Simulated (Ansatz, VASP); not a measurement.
## One calculation of BN, two programs

File INCAR:

```
PREC = Accurate
ENCUT = 520
EDIFF = 1E-6
ISMEAR = 0
SIGMA = 0.05
LREAL = F
LASPH = T
NELM = 100
ALGO = Normal
ISIF = 2
LWAVE = F
LCHARG = F
GGA = PE
NBANDS = 16
```

KPOINTS

```
regular mesh
0
Gamma
  12 12 4
```

Contents of POSCAR:

```
BN
1.0
    2.5121751215      0.0000000000      0.0000000000
   -1.2560875608      2.1756074740      0.0000000000
    0.0000000000      0.0000000000      8.0099433637
B N
2 2
Direct
    0.3333333333      0.6666666667      0.2500000000
    0.6666666667      0.3333333333      0.7500000000
    0.3333333333      0.6666666667      0.7500000000
    0.6666666667      0.3333333333      0.2500000000
```

Input for Ansatz:

```yaml
crystal:
  lattice:
    - [2.5121751215, 0.0, 0.0]
    - [-1.2560875608, 2.175607474, 0.0]
    - [0.0, 0.0, 8.0099433637]
  atoms:
    - { symbol: B, position: [0.3333333333, 0.6666666667, 0.25] }
    - { symbol: B, position: [0.6666666667, 0.3333333333, 0.75] }
    - { symbol: "N", position: [0.3333333333, 0.6666666667, 0.75] }
    - { symbol: "N", position: [0.6666666667, 0.3333333333, 0.25] }
basis:
  ecutwfc: 420
kpoints:
  mp_grid: { grid: [12, 12, 4] }
hamiltonian:
  xc: pbe
scf:
  occupations: { method: gaussian, width: 0.05 }
output:
  forces: true
  stress: true
  eigenvalues: true
```

Change from the starting cell: strain -0.0400 x Voigt [0, 0, 1, 0, 0, 0], atoms carried along.

Alike in both runs: task single point; functional PBE; k mesh 12 × 12 × 4; occupations gaussian, width 0.05 eV; no spin polarisation.

|  | VASP | Ansatz |
| --- | --- | --- |
| version | VASP 6.6.1 | Ansatz 0.2.0 |
| potentials or method | VASP PAW PBE potentials, release 64 (B, N), cutoff 520 eV | scalar-relativistic, plane waves, PAW |
| valence electrons in the cell | 16 | 16 |

VASP gave:

```
gap on the k mesh at the Fermi level (eV)                     : 4.49
least direct gap on the mesh (eV)                             : 4.65
pressure (GPa)                                                : 0.1
traceless stress, the component that is largest in VASP (GPa) : -0.06
```

Q: What did Ansatz give for the same quantities?

A: gap on the k mesh at the Fermi level (eV): 4.49; least direct gap on the mesh (eV): 4.66; pressure (GPa): 0.1; traceless stress, the component that is largest in VASP (GPa): 0.12.

With one functional, cell and mesh, what is left measures potentials, basis and numerics.
